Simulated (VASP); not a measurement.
Ti:

```
Ti
1.0
     2.95000    0.00000    0.00000
    -1.47500    2.55477    0.00000
     0.00000    0.00000    4.68000
Ti
2
Direct
  0.33333 0.66667 0.25000
  0.66667 0.33333 0.75000
```

| Item | Value |
| --- | --- |
| Program | VASP 6.6.1 |
| Task | relaxation of volume and atoms at fixed shape |
| Functional | LDA |
| Potentials or basis | VASP PAW LDA potentials, release 64 (Ti_sv) |
| Cutoff | 500 eV |
| k mesh | 16 × 16 × 9 |
| Occupations | methfessel-paxton, width 0.02 eV |
| Spin | no spin polarisation |

At the start: pressure -10.0 GPa; volume 17.64 Å³/atom.

Task: How do energy, volume and symmetry change on relaxing?

Result: Over 3 steps the energy falls by 51.8 meV/atom and the volume is 16.09 Å³/atom (-8.8 %); space group P6_3/mmc (No. 194, to 0.1 Å) before and after.

The path:
```csv
step,energy change (eV),largest force (eV/Å),pressure (GPa),volume (Å³)
1,0.0000,0.0000,-9.98,35.27
2,-0.0379,0.0000,10.08,29.96
3,-0.1036,0.0000,-0.11,32.18
```

Final structure:
```yaml
crystal:
  lattice:
    - [2.86122, 0.00000, 0.00000]
    - [-1.43061, 2.47789, 0.00000]
    - [0.00000, 0.00000, 4.53916]
  atoms:
    - { symbol: Ti, position: [0.33333, 0.66667, 0.25000] }
    - { symbol: Ti, position: [0.66667, 0.33333, 0.75000] }
```
